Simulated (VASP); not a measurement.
CuO: single point with PBE

The system is CuO.

```xyz
4
Lattice="2.3447 -1.7134 0.0000 2.3447 1.7134 0.0000 -0.8606 0.0000 5.0594" Properties=species:S:1:pos:R:3 pbc="T T T"
Cu    4.7315   -0.5596    0.0000
Cu   -2.4198   -2.7205   12.7989
O     3.0883   -4.0376    6.4943
O     1.2347   -2.3268   19.2932
```

| Property | Result |
| --- | --- |
| Program | VASP 6.6.1 |
| Task | single point |
| Functional | PBE |
| Potentials or basis | VASP PAW PBE potentials, release 64 (Cu, O) |
| Cutoff | 520 eV |
| k mesh | 8 × 8 × 4 |
| Occupations | gaussian, width 0.1 eV |
| Spin | no spin polarisation |

| Property | Result |
| --- | --- |
| Pressure | 43.7 GPa |
| Largest force | 12.159 eV/Å |
| Band gap on the k mesh | zero (bands 17 and 18 overlap by 0.68 eV) |

Forces on the atoms (eV/Å):
```
Cu    2.486  -0.182  -3.943
Cu    1.274  -2.958 -11.620
O    -2.143  -0.655   4.125
O    -1.616   3.796  11.438
```

Stress tensor (GPa, compression positive):
```
 19.71  -2.03 -18.19
 -2.03  12.40  20.13
-18.19  20.13  98.88
```

Levels at points of the mesh, in eV from the Fermi level:
```csv
k point,band 15,band 16,band 17,band 18,band 19,band 20
"(0.00, 0.00, 0.00)",-0.77,-0.49,0.26,0.42,2.67,6.19
"(0.50, 0.00, 0.00)",-1.22,-1.16,-0.33,-0.04,6.47,6.98
"(0.00, 0.50, 0.00)",-1.16,-0.80,-0.56,-0.18,6.11,6.95
"(0.50, 0.50, 0.00)",-1.15,-0.04,0.46,0.90,5.17,6.31
"(0.00, 0.00, 0.50)",-0.86,-0.60,-0.20,0.22,4.14,5.04
"(0.50, 0.00, 0.50)",-1.23,-0.45,-0.33,0.25,5.81,6.09
"(0.00, 0.50, 0.50)",-1.33,-0.98,0.10,0.18,5.24,6.70
"(0.50, 0.50, 0.50)",-1.32,-0.58,0.29,0.60,6.22,6.56
```

It took 5.2 min on 1 thread of Intel Xeon 8259CL, on a shared host, peak memory 0.21 GiB.

Caveat: the stress differs along the axes, from 12 to 99 GPa; semilocal functionals often make such compounds metallic where correlation or magnetic order opens a gap, which also shifts bond lengths; forces of over 1 eV/Å act on the atoms, so gaps and moduli don't describe the material at rest. With open d or f shells a metallic result of PBE can be an artefact of self-interaction; +U or a hybrid may open a gap.
